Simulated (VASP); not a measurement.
# Ta in VASP: settings compared

Ta is run at these levels: revPBE+D4, revPBE, PBE; tasks: relaxation of cell and atoms, single point.

All numbers are computed with VASP 6.6.1; they aren't measurements. Logs are shortened: lines on timing, memory, paths and dates and some standing lists are left out, and cuts for length are marked.

### Step 1. The cell of the first run

It takes space group Im-3m (No. 229, cubic). The conventional cell has a = 3.303 Å, b = 3.303 Å, c = 3.303 Å, α = 90.00°, β = 90.00°, γ = 90.00°. Within 3.8 Å of Ta (site symmetry m-3m) lie 14 Ta at 2.86 to 3.30 Å.

### Step 2. Relaxation of cell and atoms, revPBE+D4

Input file INCAR:

```
SYSTEM = Ta
PREC = Accurate
ENCUT = 600
EDIFF = 1E-7
ISMEAR = -1
SIGMA = 0.05
LREAL = .False.
LASPH = .True.
NELM = 80
ALGO = Normal
ISIF = 3
LWAVE = .False.
LCHARG = .False.
GGA = RE
IVDW = 13
IBRION = 2
NSW = 80
EDIFFG = -0.01
```

Input file KPOINTS:

```
Automatic mesh
0
Gamma
  11 11 11
  0 0 0
```

Input file POSCAR:

```
Ta
1.0
   -1.6512800000      1.6512800000      1.6512800000
    1.6512800000     -1.6512800000      1.6512800000
    1.6512800000      1.6512800000     -1.6512800000
Ta
1
Direct
    0.0000000000      0.0000000000      0.0000000000
```

Potentials or basis: VASP PAW PBE potentials, release 64 (Ta_pv).

Launch:

```
$ cat potpaw_PBE.64/Ta_pv/POTCAR > POTCAR
$ mpirun -np 1 vasp_std > vasp.out
```

OUTCAR:

```text
SYSTEM = Ta
   PREC = Accurate
   ENCUT = 600
   EDIFF = 1E-7
   ISMEAR = -1
   LREAL = .False.
   LASPH = .True.
   NELM = 80
   ISIF = 3
   GGA = RE
   IVDW = 13
   IBRION = 2
   NSW = 80
   EDIFFG = -0.01

 ion  position               nearest neighbor table
   1  0.000  0.000  0.000-

  LATTYP: Found a body centered cubic cell.
 ALAT       =     3.3025600000

  Lattice vectors:

 A1 = (  -1.6512800000,   1.6512800000,   1.6512800000)
 A2 = (   1.6512800000,  -1.6512800000,   1.6512800000)
 A3 = (   1.6512800000,   1.6512800000,  -1.6512800000)

Analysis of symmetry for initial positions (statically):
=====================================================================
 Subroutine PRICEL returns:
 Original cell was already a primitive cell.

 Routine SETGRP: Setting up the symmetry group for a
 body centered cubic supercell.

 Subroutine GETGRP returns: Found 48 space group operations
 (whereof 48 operations were pure point group operations)
 out of a pool of 48 trial point group operations.

The static configuration has the point symmetry O_h .

Analysis of symmetry for dynamics (positions and initial velocities):
=====================================================================
 Subroutine PRICEL returns:
 Original cell was already a primitive cell.

 Routine SETGRP: Setting up the symmetry group for a
 body centered cubic supercell.

 Subroutine GETGRP returns: Found 48 space group operations
 (whereof 48 operations were pure point group operations)
 out of a pool of 48 trial point group operations.

The dynamic configuration has the point symmetry O_h .

 Subroutine INISYM returns: Found 48 space group operations
 (whereof 48 operations are pure point group operations),
 and found     1 'primitive' translations

----------------------------------------------------------------------------------------

                                     Primitive cell

  volume of cell :      18.0104

  direct lattice vectors                    reciprocal lattice vectors
    -1.651280000  1.651280000  1.651280000     0.000000000  0.302795407  0.302795407
     1.651280000 -1.651280000  1.651280000     0.302795407  0.000000000  0.302795407
     1.651280000  1.651280000 -1.651280000     0.302795407  0.302795407  0.000000000

  length of vectors
     2.860100858  2.860100858  2.860100858     0.428217371  0.428217371  0.428217371

  position of ions in fractional coordinates (direct lattice)
     0.000000000  0.000000000  0.000000000

  ion indices of the primitive-cell ions
   primitive index   ion index
                 1           1

----------------------------------------------------------------------------------------

 KPOINTS: Automatic mesh

Automatic generation of k-mesh.
 Grid dimensions read from file:
 generate k-points for:   11   11   11

 Generating k-lattice:

  Cartesian coordinates                     Fractional coordinates (reciprocal lattice)
     0.000000000  0.027526855  0.027526855     0.090909091  0.000000000  0.000000000
     0.027526855  0.000000000  0.027526855     0.000000000  0.090909091  0.000000000
     0.027526855  0.027526855  0.000000000     0.000000000  0.000000000  0.090909091

  Length of vectors
     0.038928852  0.038928852  0.038928852

  Shift w.r.t. Gamma in fractional coordinates (k-lattice)
     0.000000000  0.000000000  0.000000000

 Subroutine IBZKPT returns following result:
 ===========================================

 Found     56 irreducible k-points:

 Following reciprocal coordinates:
            Coordinates               Weight
  0.000000  0.000000  0.000000      1.000000
  0.090909  0.000000  0.000000     12.000000
  0.181818  0.000000  0.000000     12.000000
  0.272727  0.000000  0.000000     12.000000
  0.363636  0.000000  0.000000     12.000000
  0.454545  0.000000  0.000000     12.000000
[... 16 lines left out ...]
  0.272727  0.181818  0.090909     48.000000
  0.363636  0.181818  0.090909     24.000000
 [... further k-points ...]
   k-points           NKPTS =     56   k-points in BZ     NKDIM =     56   number of bands    NBANDS=      9
   number of dos      NEDOS =    301   number of ions     NIONS =      1
   total plane-waves  NPLWV =  13824
   dimension x,y,z NGX =    24 NGY =   24 NGZ =   24
   dimension x,y,z NGXF=    48 NGYF=   48 NGZF=   48
   ions per type =               1
   NGX,Y,Z   is equivalent  to a cutoff of  13.95, 13.95, 13.95 a.u.
   NGXF,Y,Z  is equivalent  to a cutoff of  27.90, 27.90, 27.90 a.u.
 SYSTEM =  Ta
   PREC   = accura    normal or accurate (medium, high low for compatibility)
   ISTART =      0    job   : 0-new  1-cont  2-samecut
   ICHARG =      2    charge: 1-file 2-atom 10-const
   ISPIN  =      1    spin polarized calculation?
   LNONCOLLINEAR =      F non collinear calculations
   LSORBIT =      F    spin-orbit coupling
   LASPH  =      T    aspherical Exc in radial PAW
   ENCUT  =  600.0 eV  44.10 Ry    6.64 a.u.   5.71  5.71  5.71*2*pi/ulx,y,z
   NELM   =     80;   NELMIN=  2; NELMDL= -5     # of ELM steps
   EDIFF  = 0.1E-06   stopping-criterion for ELM
   LREAL  =      F    real-space projection
   EDIFFG = -.1E-01   stopping-criterion for IOM
   NSW    =     80    number of steps for IOM
   IBRION =      2    ionic relax: 0-MD 1-quasi-New 2-CG
   NFREE  =      1    steps in history (QN), initial steepest desc. (CG)
   ISIF   =      3    stress and relaxation
   ISYM   =      2    0-nonsym 1-usesym 2-fastsym
   POTIM  = 0.5000    time-step for ionic-motion
   TEBEG  =    0.0;   TEEND  =   0.0 temperature during run
   PSTRESS=    0.0 pullay stress
   NELECT =      11.0000    total number of electrons
   NUPDOWN=      -1.0000    fix difference up-down
   EMIN   =  10.00;   EMAX   =-10.00  energy-range for DOS
   EFERMI =   0.00;   METHOD = LEGACY
   ISMEAR =    -1;   SIGMA  =   0.05  broadening in eV -4-tet -1-fermi 0-gaus
   EFERMI_NEDOS =   21; number of points for ismear=-14 and -15
   IALGO  =     38    algorithm
   IMIX   =      4    mixing-type and parameters
     AMIX     =   0.40;   BMIX     =  1.00
     AMIX_MAG =   1.60;   BMIX_MAG =  1.00
  volume/ion in A,a.u.               =      18.01       121.54
  Fermi-wavevector in a.u.,A,eV,Ry     =   1.388988  2.624806 26.249534  1.929286
  Thomas-Fermi vector in A             =   2.513061
   LORBIT       =      0    0 simple, 1 ext, 2 COOP (PROOUT), +10 PAW based schemes
   GGA     = RE    functional components
   LHFCALC =     F    Hartree Fock is set to
   AEXX    =    0.0000 exact exchange contribution
   IVDW    =    13    specifies the selected vdW correction
   LEPSILON=     F    determine dielectric tensor
   LRPA    =     F    only Hartree local field effects (RPA)
 conjugate gradient relaxation of ions
 non-spin polarized calculation
  energy-cutoff  :      600.00
  volume of cell :       18.01
 maximum number of plane-waves:       615
   NGX = 11   NGY = 11   NGZ = 11

--------------------------------------- Ionic step        1  -------------------------------------------

 number of electron      11.0000002 magnetization

 Free energy of the ion-electron system (eV)
  ---------------------------------------------------
  ext. energy  EPLUGINS =         0.00000000
  ---------------------------------------------------
  free energy    TOTEN  =       -11.41334415 eV

  energy without entropy =      -11.40472075  energy(sigma->0) =      -11.40903245

------------------------ aborting loop because EDIFF is reached ----------------------------------------

  DFT-D4 for vdW energy calculation

  Edisp (eV):   -0.42791

  FORCE on cell =-STRESS in cart. coord.  units (eV):
  Direction    XX          YY          ZZ          XY          YZ          ZX
  --------------------------------------------------------------------------------------
  -------------------------------------------------------------------------------------
  Total       0.16056     0.16056     0.16056     0.00000    -0.00000     0.00000
  in kB      14.28311    14.28311    14.28311     0.00000    -0.00000     0.00000
  external pressure =       14.28 kB  Pullay stress =        0.00 kB
[... 59 lines left out ...]
  energy  without entropy=      -11.8290708583  energy(sigma->0) =      -11.83402849

--------------------------------------- Ionic step        3  -------------------------------------------

 number of electron      11.0000001 magnetization

 Free energy of the ion-electron system (eV)
  ---------------------------------------------------
  ext. energy  EPLUGINS =         0.00000000
  ---------------------------------------------------
  free energy    TOTEN  =       -11.41695379 eV

  energy without entropy =      -11.40791450  energy(sigma->0) =      -11.41243415

 E-fermi :   5.4872     XC(G=0): -12.5428

 val. band max:        5.4479537370   @ k =   0.1818   0.0000   0.0000
 cond. band min:       5.4933771458   @ k =   0.3636   0.1818   0.0909
 fundamental gap:      0.0454234088
 Fermi energy:         5.4871852097

 k-point     1 :       0.0000    0.0000    0.0000
  band No.  band energies     occupation
      1     -27.6251      2.00000
      2     -27.6251      2.00000
      3     -27.6251      2.00000
      4      -2.3950      2.00000
      5       6.2424      0.00000
      6       6.2424      0.00000
      7       6.2424      0.00000
      8       9.4933      0.00000
      9       9.4933      0.00000
[... 265 lines left out ...]
 k-point    24 :       0.3636    0.1818    0.0909
  band No.  band energies     occupation
      1     -28.5670      2.00000
      2     -28.1448      2.00000
      3     -27.8122      2.00000
      4       2.6865      2.00000
      5       3.9297      2.00000
      6       5.4934      0.93816
      7       9.9123      0.00000
      8      10.4806      0.00000
      9      14.5409      0.00000

 [... further k-points ...]

------------------------ aborting loop because EDIFF is reached ----------------------------------------

  DFT-D4 for vdW energy calculation

  Edisp (eV):   -0.42488

  FORCE on cell =-STRESS in cart. coord.  units (eV):
  Direction    XX          YY          ZZ          XY          YZ          ZX
  --------------------------------------------------------------------------------------
  -------------------------------------------------------------------------------------
  Total      -0.00040    -0.00040    -0.00040    -0.00000     0.00000     0.00000
  in kB      -0.03544    -0.03544    -0.03544    -0.00000     0.00000     0.00000
  external pressure =       -0.04 kB  Pullay stress =        0.00 kB
[... 16 lines left out ...]
  FREE ENERGIE OF THE ION-ELECTRON SYSTEM (eV)
  ---------------------------------------------------
  free  energy   TOTEN  =       -11.8418293597 eV

  energy  without entropy=      -11.8327900668  energy(sigma->0) =      -11.83730971

 reached required accuracy - stopping structural energy minimisation
```

Run time: 14 s. Hardware: 1 thread of Intel Xeon Platinum 8488C (Sapphire Rapids), shared host; peak memory 0.15 GiB.

Results:

* Free energy: -11.8418 eV
* Relaxed volume: 18.14 Å³/atom
* Relaxed cell: a = 2.867 Å, b = 2.867 Å, c = 2.867 Å, α = 109.47°, β = 109.47°, γ = 109.47°
* Space group after relaxing (to 0.05 Å): Im-3m (No. 229)
* Energy gained by relaxing: 0.6 meV/atom
* Ionic steps: 3
* Pressure after relaxing: 0.0 GPa
* Dispersion energy per atom: -0.425 eV

Step by step:
| step | energy change (eV) | largest force (eV/Å) | pressure (GPa) | volume (Å³) |
| --- | --- | --- | --- | --- |
| 1 | 0.0000 | 0.0000 | 1.43 | 18.01 |
| 2 | 0.0023 | 0.0000 | -3.05 | 18.43 |
| 3 | -0.0006 | 0.0000 | 0.00 | 18.14 |

Final structure:
```yaml
crystal:
  lattice:
    - [-1.65522, 1.65522, 1.65522]
    - [1.65522, -1.65522, 1.65522]
    - [1.65522, 1.65522, -1.65522]
  atoms:
    - { symbol: Ta, position: [0.00000, 0.00000, 0.00000] }
```

Caveat: the PAW data sets were made with another functional, which shifts forces and pressure a little; spin-orbit coupling is left out, which moves the levels of the heavy elements; pairwise dispersion overbinds metals, which lowers pressure and volume.

### Step 3. Relaxation of cell and atoms, revPBE

Input file INCAR:

```
PREC = Accurate ; ENCUT = 600
EDIFF = 1E-6 ; ISMEAR = -1
SIGMA = 0.05 ; LREAL = F
LASPH = T ; NELM = 100
ALGO = Normal ; ISIF = 3
LWAVE = F ; LCHARG = F
GGA = RE ; IBRION = 2
NSW = 80 ; EDIFFG = -0.01
```

Input file KPOINTS:

```
regular mesh
0
Gamma
  11 11 11
```

POSCAR is that of step 2.

Potentials or basis: VASP PAW PBE potentials, release 64 (Ta_pv).

Launch:

```
$ cat potpaw_PBE.64/Ta_pv/POTCAR > POTCAR
$ mpirun -np 1 vasp_std > vasp.out
```

OUTCAR:

```text
PREC = Accurate
   ENCUT = 600
   EDIFF = 1E-6
   ISMEAR = -1
   LREAL = F
   LASPH = T
   NELM = 100
   ISIF = 3
   GGA = RE
   IBRION = 2
   NSW = 80
   EDIFFG = -0.01

 ion  position               nearest neighbor table
   1  0.000  0.000  0.000-

  LATTYP: Found a body centered cubic cell.
 ALAT       =     3.3025600000

  Lattice vectors:

 A1 = (  -1.6512800000,   1.6512800000,   1.6512800000)
 A2 = (   1.6512800000,  -1.6512800000,   1.6512800000)
 A3 = (   1.6512800000,   1.6512800000,  -1.6512800000)

Analysis of symmetry for initial positions (statically):
=====================================================================
 Subroutine PRICEL returns:
 Original cell was already a primitive cell.

 Routine SETGRP: Setting up the symmetry group for a
 body centered cubic supercell.

 Subroutine GETGRP returns: Found 48 space group operations
 (whereof 48 operations were pure point group operations)
 out of a pool of 48 trial point group operations.

The static configuration has the point symmetry O_h .

Analysis of symmetry for dynamics (positions and initial velocities):
=====================================================================
 Subroutine PRICEL returns:
 Original cell was already a primitive cell.
[... 162 lines left out ...]
  Total        0.5880522      0.5880522      0.5880522      0.0000000      0.0000000     -0.0000000
  in kB       52.3123602     52.3123602     52.3123602      0.0000000      0.0000000     -0.0000000
  external PRESSURE =      52.3123602 kB  Pullay stress =       0.0000000 kB
[... 57 lines left out ...]
--------------------------------------- Ionic step        3  -------------------------------------------

 number of electron      10.9999999 magnetization

 Free energy of the ion-electron system (eV)
  ---------------------------------------------------
  ext. energy  EPLUGINS =         0.00000000
  ---------------------------------------------------
  free energy    TOTEN  =       -11.42096548 eV

  energy without entropy =      -11.41086526  energy(sigma->0) =      -11.41591537

 E-fermi :   5.3257     XC(G=0): -12.4424

 val. band max:        5.3109411003   @ k =   0.1818   0.0000   0.0000
 cond. band min:       5.3760982050   @ k =   0.3636   0.1818   0.0000
 fundamental gap:      0.0651571047
 Fermi energy:         5.3257248897

 k-point     1 :       0.0000    0.0000    0.0000
  band No.  band energies     occupation
      1     -27.8621      2.00000
      2     -27.8621      2.00000
      3     -27.8621      2.00000
      4      -2.4758      2.00000
      5       6.0835      0.00000
      6       6.0835      0.00000
      7       6.0835      0.00000
      8       9.2658      0.00000
      9       9.2658      0.00000
[... 265 lines left out ...]
 k-point    24 :       0.3636    0.1818    0.0909
  band No.  band energies     occupation
      1     -28.7439      2.00000
      2     -28.3487      2.00000
      3     -28.0365      2.00000
      4       2.5802      2.00000
      5       3.8141      2.00000
      6       5.3020      1.23310
      7       9.6611      0.00000
      8      10.2139      0.00000
      9      14.1443      0.00000

 [... further k-points ...]
[... 5 lines left out ...]
  --------------------------------------------------------------------------------------
  -------------------------------------------------------------------------------------
  Total       -0.0093538     -0.0093538     -0.0093538     -0.0000000     -0.0000000      0.0000000
  in kB       -0.8100845     -0.8100845     -0.8100845     -0.0000000     -0.0000000      0.0000000
  external PRESSURE =      -0.8100845 kB  Pullay stress =       0.0000000 kB
[... 16 lines left out ...]
  FREE ENERGIE OF THE ION-ELECTRON SYSTEM (eV)
  ---------------------------------------------------
  free  energy   TOTEN  =       -11.4209654816 eV

  energy  without entropy=      -11.4108652573  energy(sigma->0) =      -11.41591537

 reached required accuracy - stopping structural energy minimisation
```

OSZICAR:

```text
N       E                     dE             d eps       ncg     rms          rms(c)
DAV:   1     0.498939739666E+02    0.49894E+02   -0.71324E+03  1008   0.130E+03
DAV:   2    -0.111477841233E+02   -0.61042E+02   -0.60336E+02  1312   0.258E+02
[... 20 lines left out ...]
DAV:   1    -0.116280574718E+02   -0.24200E+00   -0.67019E+00  1020   0.368E+01    0.398E+00
DAV:   2    -0.114578918404E+02    0.17017E+00   -0.23322E-01  1025   0.621E+00    0.135E+00
DAV:   3    -0.114201975660E+02    0.37694E-01   -0.12662E-01  1060   0.434E+00    0.569E-01
DAV:   4    -0.114210033857E+02   -0.80582E-03   -0.16597E-03  1132   0.482E-01    0.687E-02
DAV:   5    -0.114209661646E+02    0.37221E-04   -0.25059E-04  1062   0.193E-01    0.334E-02
DAV:   6    -0.114209654816E+02    0.68299E-06   -0.32391E-06  1063   0.253E-02
   3 F= -.11420965E+02 E0= -.11415915E+02  d E =-.762128E-02
```

It took 15 s on 1 thread of Intel Xeon Platinum 8488C (Sapphire Rapids), shared host; peak memory 0.15 GiB.

What came out:

* Free energy: -11.4210 eV
* Relaxed volume: 18.50 Å³/atom
* Relaxed cell: a = 2.886 Å, b = 2.886 Å, c = 2.886 Å, α = 109.47°, β = 109.47°, γ = 109.47°
* Space group after relaxing (to 0.05 Å): Im-3m (No. 229)
* Energy gained by relaxing: 7.6 meV/atom
* Ionic steps: 3
* Pressure after relaxing: -0.1 GPa

The path:
```
step  energy change (eV)  largest force (eV/Å)  pressure (GPa)  volume (Å³)
   1              0.0000                0.0000            5.23        18.01
   2              0.0273                0.0000           -9.74        19.59
   3             -0.0076                0.0000           -0.08        18.50
```

Final structure:
```
CELL_PARAMETERS angstrom
-1.66611 1.66611 1.66611
1.66611 -1.66611 1.66611
1.66611 1.66611 -1.66611
ATOMIC_POSITIONS crystal
Ta 0.00000 0.00000 0.00000
```

Caveat: the PAW data sets were made with another functional, which shifts forces and pressure a little; spin-orbit coupling is left out, which moves the levels of the heavy elements.

### Step 4. Single point, PBE

Input file INCAR:

```
SYSTEM = Ta
PREC     = Accurate       ! precision mode
ENCUT    = 520            ! plane-wave cutoff, eV
EDIFF    = 1E-6           ! SCF threshold, eV
ISMEAR   = -1             ! smearing method
SIGMA    = 0.05           ! smearing width, eV
LREAL    = .FALSE.        ! projectors in reciprocal space
LASPH    = .TRUE.         ! aspherical terms in the spheres
NELM     = 80             ! most SCF steps
ALGO     = Normal         ! electronic algorithm
ISIF     = 2              ! what is computed and relaxed
LWAVE    = .FALSE.        ! write WAVECAR
LCHARG   = .FALSE.        ! write CHGCAR
GGA      = PE             ! functional
NBANDS   = 12             ! bands
```

Input file KPOINTS:

```
Automatic mesh
0
G
  9 9 9
  0 0 0
```

POSCAR is that of step 3.

Launch:

```
$ cat potpaw_PBE.64/Ta_pv/POTCAR > POTCAR
$ mpirun -np 1 vasp_std > vasp.out
```

Run time: 5.2 s. Hardware: 1 thread of Intel Xeon Platinum 8259CL at 2.50GHz (Skylake/Cascade Lake), shared host; peak memory 0.13 GiB.

The run converged. Its results:

```
Free energy : -11.7985 eV
Pressure    : 3.3 GPa
```

Levels at points of the mesh, in eV from the Fermi level:
| k point | band 2 | band 3 | band 4 | band 5 | band 6 | band 7 | band 8 | band 9 |
| --- | --- | --- | --- | --- | --- | --- | --- | --- |
| (0.00, 0.00, 0.00) | -33.13 | -33.13 | -7.98 | 0.67 | 0.67 | 0.67 | 3.95 | 3.95 |

Caveat: spin-orbit coupling is left out, which moves the levels of the heavy elements.

(Continued in part 2 of 2.)
